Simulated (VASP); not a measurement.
# Pd (Im-3m) in VASP: notebook

The runs below take Pd through single point, with PBE.

Program: VASP 6.6.1. These are calculated values, not measurements. Logs are shortened: lines on timing, memory, paths and dates and some standing lists are left out, and cuts for length are marked.

## 1. The cell of the first run

The structure is cubic, space group Im-3m (No. 229). The conventional cell has a = 3.145 Å, b = 3.145 Å, c = 3.145 Å, α = 90.00°, β = 90.00°, γ = 90.00°. Within 3.6 Å of Pd (site symmetry m-3m) lie 14 Pd at 2.72 to 3.14 Å.

## 2. Single point, PBE

Contents of INCAR:

```
SYSTEM = Pd
ALGO = Normal ; EDIFF = 1E-6
ENCUT = 500 ; GGA = PE
GGA_COMPAT = .FALSE. ; ISIF = 2
ISMEAR = 0 ; LASPH = .TRUE.
LCHARG = .TRUE. ; LELF = .TRUE.
LREAL = .FALSE. ; LVHAR = .TRUE.
LWAVE = .FALSE. ; NBANDS = 11
NELM = 120 ; PREC = Accurate
SIGMA = 0.013000000000000001
```

Contents of KPOINTS:

```
k-points
0
G
  12 12 12
  0 0 0
```

Contents of POSCAR:

```
Pd
1.0
   -1.5722810000      1.5722810000      1.5722810000
    1.5722810000     -1.5722810000      1.5722810000
    1.5722810000      1.5722810000     -1.5722810000
Pd
1
Direct
    0.0000000000      0.0000000000      0.0000000000
```

Potentials or basis: VASP PAW PBE potentials, release 64 (Pd).

Started as:

```sh
> cat potpaw_PBE.64/Pd/POTCAR > POTCAR
> mpirun -np 1 vasp_std > vasp.out
```

OUTCAR:

```text
SYSTEM = Pd
   EDIFF = 1E-6
   ENCUT = 500
   GGA = PE
   ISIF = 2
   ISMEAR = 0
   LASPH = .TRUE.
   LREAL = .FALSE.
   NELM = 120
   PREC = Accurate

 ion  position               nearest neighbor table
   1  0.000  0.000  0.000-

  LATTYP: Found a body centered cubic cell.
 ALAT       =     3.1445620000

  Lattice vectors:

 A1 = (  -1.5722810000,   1.5722810000,   1.5722810000)
 A2 = (   1.5722810000,  -1.5722810000,   1.5722810000)
 A3 = (   1.5722810000,   1.5722810000,  -1.5722810000)

Analysis of symmetry for initial positions (statically):
=====================================================================
 Subroutine PRICEL returns:
 Original cell was already a primitive cell.

 Routine SETGRP: Setting up the symmetry group for a
 body centered cubic supercell.

 Subroutine GETGRP returns: Found 48 space group operations
[... 9 lines left out ...]

 Routine SETGRP: Setting up the symmetry group for a
 body centered cubic supercell.

 Subroutine GETGRP returns: Found 48 space group operations
[... 11 lines left out ...]
                                     Primitive cell

  volume of cell :      15.5471

  direct lattice vectors                    reciprocal lattice vectors
    -1.572281000  1.572281000  1.572281000     0.000000000  0.318009313  0.318009313
     1.572281000 -1.572281000  1.572281000     0.318009313  0.000000000  0.318009313
     1.572281000  1.572281000 -1.572281000     0.318009313  0.318009313  0.000000000

  length of vectors
     2.723270576  2.723270576  2.723270576     0.449733083  0.449733083  0.449733083

  position of ions in fractional coordinates (direct lattice)
     0.000000000  0.000000000  0.000000000

  ion indices of the primitive-cell ions
   primitive index   ion index
                 1           1

----------------------------------------------------------------------------------------

 KPOINTS: k-points

Automatic generation of k-mesh.
 Grid dimensions read from file:
 generate k-points for:   12   12   12

 Generating k-lattice:

  Cartesian coordinates                     Fractional coordinates (reciprocal lattice)
     0.000000000  0.026500776  0.026500776     0.083333333  0.000000000  0.000000000
     0.026500776  0.000000000  0.026500776     0.000000000  0.083333333  0.000000000
     0.026500776  0.026500776  0.000000000     0.000000000  0.000000000  0.083333333

  Length of vectors
     0.037477757  0.037477757  0.037477757

  Shift w.r.t. Gamma in fractional coordinates (k-lattice)
     0.000000000  0.000000000  0.000000000

 Subroutine IBZKPT returns following result:
 ===========================================

 Found     72 irreducible k-points:

 Following reciprocal coordinates:
            Coordinates               Weight
  0.000000  0.000000  0.000000      1.000000
  0.083333  0.000000  0.000000     12.000000
  0.166667  0.000000  0.000000     12.000000
  0.250000  0.000000  0.000000     12.000000
  0.333333  0.000000  0.000000     12.000000
  0.416667  0.000000  0.000000     12.000000
[... 16 lines left out ...]
  0.333333  0.083333  0.083333     24.000000
  0.416667  0.083333  0.083333     12.000000
 [... further k-points ...]
   k-points           NKPTS =     72   k-points in BZ     NKDIM =     72   number of bands    NBANDS=     11
   number of dos      NEDOS =    301   number of ions     NIONS =      1
   total plane-waves  NPLWV =   8000
   dimension x,y,z NGX =    20 NGY =   20 NGZ =   20
   dimension x,y,z NGXF=    40 NGYF=   40 NGZF=   40
   ions per type =               1
   NGX,Y,Z   is equivalent  to a cutoff of  12.21, 12.21, 12.21 a.u.
   NGXF,Y,Z  is equivalent  to a cutoff of  24.42, 24.42, 24.42 a.u.
 SYSTEM =  Pd
   PREC   = accura    normal or accurate (medium, high low for compatibility)
   ISTART =      0    job   : 0-new  1-cont  2-samecut
   ICHARG =      2    charge: 1-file 2-atom 10-const
   ISPIN  =      1    spin polarized calculation?
   LNONCOLLINEAR =      F non collinear calculations
   LSORBIT =      F    spin-orbit coupling
   LASPH  =      T    aspherical Exc in radial PAW
   ENCUT  =  500.0 eV  36.75 Ry    6.06 a.u.   4.97  4.97  4.97*2*pi/ulx,y,z
   NELM   =    120;   NELMIN=  2; NELMDL= -5     # of ELM steps
   EDIFF  = 0.1E-05   stopping-criterion for ELM
   LREAL  =      F    real-space projection
   EDIFFG = 0.1E-04   stopping-criterion for IOM
   NSW    =      0    number of steps for IOM
   IBRION =     -1    ionic relax: 0-MD 1-quasi-New 2-CG
   NFREE  =      0    steps in history (QN), initial steepest desc. (CG)
   ISIF   =      2    stress and relaxation
   ISYM   =      2    0-nonsym 1-usesym 2-fastsym
   POTIM  = 0.5000    time-step for ionic-motion
   TEBEG  =    0.0;   TEEND  =   0.0 temperature during run
   PSTRESS=    0.0 pullay stress
   NELECT =      10.0000    total number of electrons
   NUPDOWN=      -1.0000    fix difference up-down
   EMIN   =  10.00;   EMAX   =-10.00  energy-range for DOS
   EFERMI =   0.00;   METHOD = LEGACY
   ISMEAR =     0;   SIGMA  =   0.01  broadening in eV -4-tet -1-fermi 0-gaus
   EFERMI_NEDOS =   21; number of points for ismear=-14 and -15
   IALGO  =     38    algorithm
   IMIX   =      4    mixing-type and parameters
     AMIX     =   0.40;   BMIX     =  1.00
     AMIX_MAG =   1.60;   BMIX_MAG =  1.00
  volume/ion in A,a.u.               =      15.55       104.92
  Fermi-wavevector in a.u.,A,eV,Ry     =   1.413160  2.670485 27.171123  1.997021
  Thomas-Fermi vector in A             =   2.534834
   LORBIT       =      0    0 simple, 1 ext, 2 COOP (PROOUT), +10 PAW based schemes
   GGA     = PE    functional components
   LHFCALC =     F    Hartree Fock is set to
   AEXX    =    0.0000 exact exchange contribution
   IVDW    =     0    specifies the selected vdW correction
   LEPSILON=     F    determine dielectric tensor
   LRPA    =     F    only Hartree local field effects (RPA)
 non-spin polarized calculation
 Gauss-broadening in eV      SIGMA  =   0.01
  energy-cutoff  :      500.00
  volume of cell :       15.55
 maximum number of plane-waves:       420
   NGX =  9   NGY =  9   NGZ =  9

 number of electron      10.0000005 magnetization

 Free energy of the ion-electron system (eV)
  ---------------------------------------------------
  ext. energy  EPLUGINS =         0.00000000
  ---------------------------------------------------
  free energy    TOTEN  =        -5.17510270 eV

  energy without entropy =       -5.17487238  energy(sigma->0) =       -5.17498754

 E-fermi :   8.8817     XC(G=0): -12.8543

 val. band max:        8.8780417531   @ k =  -0.4167   0.4167   0.3333
 cond. band min:       8.8885601209   @ k =  -0.4167   0.4167   0.4167
 fundamental gap:      0.0105183679
 Fermi energy:         8.8816567695

 k-point     1 :       0.0000    0.0000    0.0000
  band No.  band energies     occupation
      1       2.1888      2.00000
      2       6.1907      2.00000
      3       6.1907      2.00000
      4       6.1907      2.00000
      5       8.0308      2.00000
      6       8.0308      2.00000
      7      28.1922      0.00000
      8      28.1922      0.00000
      9      28.1922      0.00000
     10      36.0429      0.00000
     11      36.2086      0.00000

 k-point     2 :       0.0833    0.0000    0.0000
  band No.  band energies     occupation
      1       2.4419      2.00000
      2       6.1085      2.00000
      3       6.1942      2.00000
      4       6.3661      2.00000
      5       7.9381      2.00000
      6       8.0371      2.00000
      7      27.9611      0.00000
      8      28.2011      0.00000
      9      28.4832      0.00000
     10      34.2513      0.00000
     11      34.8533      0.00000

 k-point     3 :       0.1667    0.0000    0.0000
  band No.  band energies     occupation
      1       3.1319      2.00000
      2       5.8906      2.00000
      3       6.2092      2.00000
      4       6.8686      2.00000
      5       7.7737      2.00000
      6       8.0599      2.00000
      7      26.6779      0.00000
      8      27.7705      0.00000
      9      29.2836      0.00000
     10      33.1970      0.00000
     11      33.2373      0.00000

 k-point     4 :       0.2500    0.0000    0.0000
  band No.  band energies     occupation
      1       3.9197      2.00000
      2       5.6073      2.00000
      3       6.4686      2.00000
      4       7.6205      2.00000
      5       7.7316      2.00000
      6       8.1044      2.00000
      7      23.9740      0.00000
      8      26.5317      0.00000
      9      30.3866      0.00000
     10      30.9238      0.00000
     11      32.8878      0.00000

 k-point     5 :       0.3333    0.0000    0.0000
  band No.  band energies     occupation
      1       4.1825      2.00000
      2       5.3386      2.00000
      3       7.5391      2.00000
      4       7.8829      2.00000
      5       8.1654      2.00000
      6       8.4720      2.00000
      7      20.7753      0.00000
      8      25.1962      0.00000
      9      28.5548      0.00000
     10      31.4885      0.00000
     11      33.1898      0.00000
[... 211 lines left out ...]
 k-point    21 :       0.1667    0.0833    0.0833
  band No.  band energies     occupation
      1       4.3625      2.00000
      2       5.5511      2.00000
      3       5.8120      2.00000
      4       7.8595      2.00000
      5       8.0581      2.00000
      6       8.5085      2.00000
      7      24.1506      0.00000
      8      25.4041      0.00000
      9      26.9827      0.00000
     10      30.4593      0.00000
     11      35.5652      0.00000

 k-point    22 :       0.2500    0.0833    0.0833
  band No.  band energies     occupation
      1       4.5983      2.00000
      2       5.3048      2.00000
      3       6.5063      2.00000
      4       7.9116      2.00000
      5       8.1628      2.00000
      6       9.8303      0.00000
      7      20.9406      0.00000
      8      24.2678      0.00000
      9      25.4400      0.00000
     10      31.6713      0.00000
     11      35.4736      0.00000

 k-point    23 :       0.3333    0.0833    0.0833
  band No.  band energies     occupation
      1       4.4496      2.00000
      2       5.1430      2.00000
      3       7.4929      2.00000
      4       7.9999      2.00000
      5       8.2310      2.00000
      6      11.3781      0.00000
      7      17.9852      0.00000
      8      23.4793      0.00000
      9      24.3767      0.00000
     10      32.6257      0.00000
     11      35.4075      0.00000

 k-point    24 :       0.4167    0.0833    0.0833
  band No.  band energies     occupation
      1       4.3708      2.00000
      2       5.0869      2.00000
      3       7.9237      2.00000
      4       8.0369      2.00000
      5       8.2551      2.00000
      6      12.4232      0.00000
      7      16.4284      0.00000
      8      23.1997      0.00000
      9      23.9694      0.00000
     10      32.9726      0.00000
     11      35.4016      0.00000

 [... further k-points ...]
[... 5 lines left out ...]
  --------------------------------------------------------------------------------------
  -------------------------------------------------------------------------------------
  Total       -0.1450496     -0.1450496     -0.1450496     -0.0000000      0.0000000      0.0000000
  in kB      -14.9477792    -14.9477792    -14.9477792     -0.0000000      0.0000000      0.0000000
  external PRESSURE =     -14.9477792 kB  Pullay stress =       0.0000000 kB

 VOLUME and BASIS-vectors are now :
 -----------------------------------------------------------------------------
  energy-cutoff  :      500.00
  volume of cell :       15.55
      direct lattice vectors                 reciprocal lattice vectors
    -1.572281000  1.572281000  1.572281000     0.000000000  0.318009313  0.318009313
     1.572281000 -1.572281000  1.572281000     0.318009313  0.000000000  0.318009313
     1.572281000  1.572281000 -1.572281000     0.318009313  0.318009313  0.000000000

 POSITION                                       TOTAL-FORCE (eV/Angst)
 -----------------------------------------------------------------------------------
      0.00000      0.00000      0.00000        -0.000000     -0.000000     -0.000000
 -----------------------------------------------------------------------------------
    total drift:                                0.000000     -0.000000     -0.000000

  FREE ENERGIE OF THE ION-ELECTRON SYSTEM (eV)
  ---------------------------------------------------
  free  energy   TOTEN  =        -5.1751026990 eV

  energy  without entropy=       -5.1748723827  energy(sigma->0) =       -5.17498754
```

Run time: 11 s. Hardware: 1 thread of AMD EPYC 7R43 (Zen 3), shared host; peak memory 0.09 GiB.

What came out:

* Free energy: -5.1751 eV
* Pressure: -1.5 GPa
* Band gap on the k mesh: zero (band 5 reaches 9.47 eV, above the bottom of band 6 at 7.92 eV)

## 3. Single point, PBE

Contents of INCAR:

```
ALGO     = Normal         # electronic algorithm
EDIFF    = 1E-6           # SCF threshold, eV
ENCUT    = 500            # plane-wave cutoff, eV
GGA      = PE             # functional
GGA_COMPAT= F            
ISIF     = 2              # what is computed and relaxed
ISMEAR   = 0              # smearing method
LASPH    = T              # aspherical terms in the spheres
LCHARG   = F              # write CHGCAR
LREAL    = F              # projectors in reciprocal space
LWAVE    = F              # write WAVECAR
NBANDS   = 11             # bands
NELM     = 120            # most SCF steps
PREC     = Accurate       # precision mode
SIGMA    = 0.015          # smearing width, eV
```

Contents of KPOINTS:

```
k-points
0
Gamma
  12 12 12
```

POSCAR is that of step 2.

Potentials or basis: VASP PAW PBE potentials, release 64 (Pd).

Started as:

```sh
> cat potpaw_PBE.64/Pd/POTCAR > POTCAR
> mpirun -np 1 vasp_std > vasp.out
```

OUTCAR:

```text
EDIFF = 1E-6
   ENCUT = 500
   GGA = PE
   ISIF = 2
   ISMEAR = 0
   LASPH = T
   LREAL = F
   NELM = 120
   PREC = Accurate

 ion  position               nearest neighbor table
   1  0.000  0.000  0.000-

  LATTYP: Found a body centered cubic cell.
 ALAT       =     3.1445620000

  Lattice vectors:

 A1 = (  -1.5722810000,   1.5722810000,   1.5722810000)
 A2 = (   1.5722810000,  -1.5722810000,   1.5722810000)
 A3 = (   1.5722810000,   1.5722810000,  -1.5722810000)

Analysis of symmetry for initial positions (statically):
=====================================================================
 Subroutine PRICEL returns:
 Original cell was already a primitive cell.

 Routine SETGRP: Setting up the symmetry group for a
 body centered cubic supercell.

 Subroutine GETGRP returns: Found 48 space group operations
[... 9 lines left out ...]

 Routine SETGRP: Setting up the symmetry group for a
 body centered cubic supercell.

 Subroutine GETGRP returns: Found 48 space group operations
[... 11 lines left out ...]
                                     Primitive cell

  volume of cell :      15.5471

[... 132 lines left out ...]
  energy without entropy =       -5.17483334  energy(sigma->0) =       -5.17498715

 E-fermi :   8.8822     XC(G=0): -12.8543

 val. band max:        8.8781604400   @ k =  -0.4167   0.4167   0.3333
 cond. band min:       8.8886794885   @ k =  -0.4167   0.4167   0.4167
 fundamental gap:      0.0105190485
 Fermi energy:         8.8822357060

 k-point     1 :       0.0000    0.0000    0.0000
  band No.  band energies     occupation
      1       2.1889      2.00000
      2       6.1907      2.00000
      3       6.1907      2.00000
      4       6.1907      2.00000
      5       8.0310      2.00000
      6       8.0310      2.00000
      7      28.1922      0.00000
      8      28.1922      0.00000
      9      28.1922      0.00000
     10      36.0487      0.00000
     11      36.2087      0.00000
[... 309 lines left out ...]
 k-point    24 :       0.4167    0.0833    0.0833
  band No.  band energies     occupation
      1       4.3709      2.00000
      2       5.0870      2.00000
      3       7.9238      2.00000
      4       8.0370      2.00000
      5       8.2553      2.00000
      6      12.4233      0.00000
      7      16.4285      0.00000
      8      23.1998      0.00000
      9      23.9694      0.00000
     10      32.9727      0.00000
     11      35.4019      0.00000

 [... further k-points ...]
[... 5 lines left out ...]
  --------------------------------------------------------------------------------------
  -------------------------------------------------------------------------------------
  Total       -0.1445999     -0.1445999     -0.1445999      0.0000000      0.0000000      0.0000000
  in kB      -14.9014363    -14.9014363    -14.9014363      0.0000000      0.0000000      0.0000000
  external PRESSURE =     -14.9014363 kB  Pullay stress =       0.0000000 kB

 VOLUME and BASIS-vectors are now :
 -----------------------------------------------------------------------------
  energy-cutoff  :      500.00
  volume of cell :       15.55
      direct lattice vectors                 reciprocal lattice vectors
    -1.572281000  1.572281000  1.572281000     0.000000000  0.318009313  0.318009313
     1.572281000 -1.572281000  1.572281000     0.318009313  0.000000000  0.318009313
     1.572281000  1.572281000 -1.572281000     0.318009313  0.318009313  0.000000000

 POSITION                                       TOTAL-FORCE (eV/Angst)
 -----------------------------------------------------------------------------------
      0.00000      0.00000      0.00000         0.000000      0.000000      0.000000
 -----------------------------------------------------------------------------------
    total drift:                               -0.000000     -0.000000      0.000000

  FREE ENERGIE OF THE ION-ELECTRON SYSTEM (eV)
  ---------------------------------------------------
  free  energy   TOTEN  =        -5.1751409679 eV

  energy  without entropy=       -5.1748333393  energy(sigma->0) =       -5.17498715
```

OSZICAR:

```text
N       E                     dE             d eps       ncg     rms          rms(c)
DAV:   1     0.421927952422E+02    0.42193E+02   -0.50454E+03  1592   0.823E+02
DAV:   2    -0.478010336387E+01   -0.46973E+02   -0.45024E+02  1770   0.178E+02
DAV:   3    -0.542545853438E+01   -0.64536E+00   -0.64102E+00  1865   0.219E+01
DAV:   4    -0.542854949105E+01   -0.30910E-02   -0.30906E-02  1889   0.165E+00
DAV:   5    -0.542858394251E+01   -0.34451E-04   -0.34451E-04  2014   0.156E-01    0.657E+00
DAV:   6    -0.518543492993E+01    0.24315E+00   -0.10696E+00  1938   0.826E+00    0.322E+00
DAV:   7    -0.517810950899E+01    0.73254E-02   -0.65836E-03  1981   0.657E-01    0.177E+00
DAV:   8    -0.517513530930E+01    0.29742E-02   -0.95991E-04  1917   0.216E-01    0.475E-02
DAV:   9    -0.517513774837E+01   -0.24391E-05   -0.74451E-06  2061   0.236E-02    0.109E-02
DAV:  10    -0.517514085815E+01   -0.31098E-05   -0.13539E-06  1961   0.110E-02    0.988E-04
DAV:  11    -0.517514096793E+01   -0.10978E-06   -0.66056E-08  1203   0.214E-03
   1 F= -.51751410E+01 E0= -.51749872E+01  d E =-.307629E-03
```

It took 11 s on 1 thread of AMD EPYC 7R43 (Zen 3), shared host; peak memory 0.1 GiB.

What came out:

- Free energy: -5.1751 eV
- Pressure: -1.5 GPa
- Band gap on the k mesh: zero (band 5 reaches 9.47 eV, above the bottom of band 6 at 7.92 eV)

Levels at points of the mesh, in eV from the Fermi level:
```
           k point  band 1  band 2  band 3  band 4  band 5  band 6  band 7  band 8  band 9  band 10
(0.00, 0.00, 0.00)   -6.69   -2.69   -2.69   -2.69   -0.85   -0.85   19.31   19.31   19.31    27.17
(0.50, 0.00, 0.00)   -4.87   -3.80   -0.92   -0.64    0.59    1.54    7.57   15.06   17.40    23.68
(0.50, 0.50, 0.50)   -4.79   -4.79    0.23    0.23    0.23    9.10    9.10    9.10   16.95    17.13
```
